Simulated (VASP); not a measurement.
# MoP: single point with PBE

Crystal: MoP.

```
CELL_PARAMETERS angstrom
3.27974 0.00000 0.00000
-1.63987 2.84034 0.00000
0.00000 0.00000 3.21388
ATOMIC_POSITIONS crystal
Mo 0.00000 0.00000 0.00000
P 0.33333 0.66667 0.50000
```

```yaml
Program: VASP 6.6.1
Task: single point
Functional: PBE
Potentials_or_basis: VASP PAW PBE potentials, release 64 (Mo_sv, P)
Cutoff: 500 eV
k_mesh: 18 × 18 × 14
Occupations: gaussian, width 0.1 eV
Spin: no spin polarisation
Dipole_correction: no
Further_INCAR_settings: ALGO = Normal; EDIFF = 1e-06; NBANDS = 16
```

The pressure is -5.9 GPa and the band gap on the k mesh is zero (an odd number of electrons rules out a gap without spin polarisation).

Levels at points of the mesh, in eV from the Fermi level:
```
           k point  band 8  band 9  band 10  band 11  band 12  band 13
(0.00, 0.00, 0.00)   -3.20   -0.60     0.29     0.29     3.96     3.96
(0.50, 0.00, 0.00)   -3.48   -1.31    -0.35     1.61     2.15     4.55
(0.00, 0.00, 0.50)   -2.65   -1.56    -1.56     1.39     2.84     2.84
(0.50, 0.00, 0.50)   -4.27   -0.96     1.32     1.80     3.36     4.82
```

Run time: 34 s on 1 thread of Intel(R) Xeon(R) Platinum 8559C (Emerald Rapids), with other jobs on the host, peak memory 0.24 GiB.

Caveat: the cell stands under tension.
